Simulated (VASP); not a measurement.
Write the native input for VASP 6.6.1 that does the following.

```
Task                   : single point
Functional             : PBE
Potentials or basis    : VASP PAW PBE potentials, release 64 (Si)
Cutoff                 : 520 eV
k mesh                 : 18 × 18 × 18
Occupations            : gaussian, width 0.1 eV
Spin                   : no spin polarisation
Dipole correction      : no
Further INCAR settings : ALGO = Normal; EDIFF = 1e-06; NBANDS = 8
```

The structure of Si lies in POSCAR:

```
Si
1.0
    0.0000000000      1.8622954452      1.8622954452
    1.8622954452      0.0000000000      1.8622954452
    1.8622954452      1.8622954452      0.0000000000
Si
1
Direct
    0.0000000000      0.0000000000      0.0000000000
```

This cell differs from its parent crystal: strained.

These files were run (other wordings do the same):

INCAR

```
SYSTEM = Si
PREC = Accurate ; ENCUT = 520
EDIFF = 1E-6 ; ISMEAR = 0
SIGMA = 0.1 ; LREAL = .False.
LASPH = .True. ; NELM = 60
ALGO = Normal ; ISIF = 2
LWAVE = .False. ; LCHARG = .False.
GGA = PE ; NBANDS = 8
```

KPOINTS

```
Automatic mesh
0
Gamma
  18 18 18
  0 0 0
```

Potentials or basis: VASP PAW PBE potentials, release 64 (Si).

Launch:

```console
$ cat potpaw_PBE.64/Si/POTCAR > POTCAR
$ mpirun -np 1 vasp_std > vasp.out
```

Results of the run:

- Pressure: 12.3 GPa
- Band gap on the k mesh: zero (band 2 reaches 24.12 eV, above the bottom of band 3 at 8.49 eV)

Caveat: the cell differs from its parent crystal (strained).

Run time: 12 s on 1 thread of AMD EPYC 7R43 64-Core Processor (Zen 3), on a shared host, peak memory 0.09 GiB.
